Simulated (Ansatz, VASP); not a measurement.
**ZnSeS in VASP and in Ansatz**

The input INCAR:

```
SYSTEM = ZnSeS
ALGO = Normal
EDIFF = 1E-7
ENCUT = 520
GGA = PE
ISIF = 2
ISMEAR = 0
LASPH = .TRUE.
LCHARG = .FALSE.
LREAL = .FALSE.
LWAVE = .FALSE.
NBANDS = 19
NELM = 60
PREC = Accurate
SIGMA = 0.1
```

KPOINTS

```
k-points
0
G
  4 4 4
  0 0 0
```

POSCAR

```
ZnSeS
1.0
    3.8814428100      0.0000000000      0.0000000000
    0.0000000000      3.9187464500      0.0000000000
    0.0000000000      0.0000000000      4.0395161800
Zn Se S
1 1 1
Direct
    0.0000000000      0.0000000000      0.0000000000
    0.5000000000      0.5000000000      0.0000000000
    0.5000000000      0.5000000000      0.5000000000
```

Input for Ansatz:

```yaml
crystal:
  lattice:
    - [3.88144281, 0.0, 0.0]
    - [0.0, 3.91874645, 0.0]
    - [0.0, 0.0, 4.03951618]
  atoms:
    - { symbol: Zn, position: [0.0, 0.0, 0.0] }
    - { symbol: Se, position: [0.5, 0.5, 0.0] }
    - { symbol: S, position: [0.5, 0.5, 0.5] }
basis:
  ecutwfc: 420
kpoints:
  mp_grid: { grid: [4, 4, 4] }
hamiltonian:
  xc: pbe
scf:
  occupations: { method: gaussian, width: 0.1 }
  lower_state_search: "off"
output:
  forces: true
  stress: true
  eigenvalues: true
```

Change from the starting cell: species swapped into the TmCoC type (Pmmm, No. 47).

Alike in both runs: task single point; functional PBE; k mesh 4 × 4 × 4; occupations gaussian, width 0.1 eV; no spin polarisation.

|  | VASP | Ansatz |
| --- | --- | --- |
| version | VASP 6.6.1 | Ansatz 0.2.0 |
| potentials or method | VASP PAW PBE potentials, release 64 (Zn, Se, S), cutoff 520 eV | scalar-relativistic, plane waves, PAW |
| valence electrons in the cell | 24 | 34 |

```csv
,VASP,Ansatz,Ansatz less VASP
gap on the k mesh at the Fermi level (eV),none,none,-
pressure (GPa),20.9,20.9,-0.07
"traceless stress, the component that is largest in VASP (GPa)",35.56,35.56,-0.003
```

A gap of «none» marks a metal or a gap that the smearing closes. VASP's potentials hold 24 valence electrons a cell and Ansatz's 34, so a difference there can come from the potentials and not from the codes.

The k mesh is coarse, so the values compare programs but aren't converged.
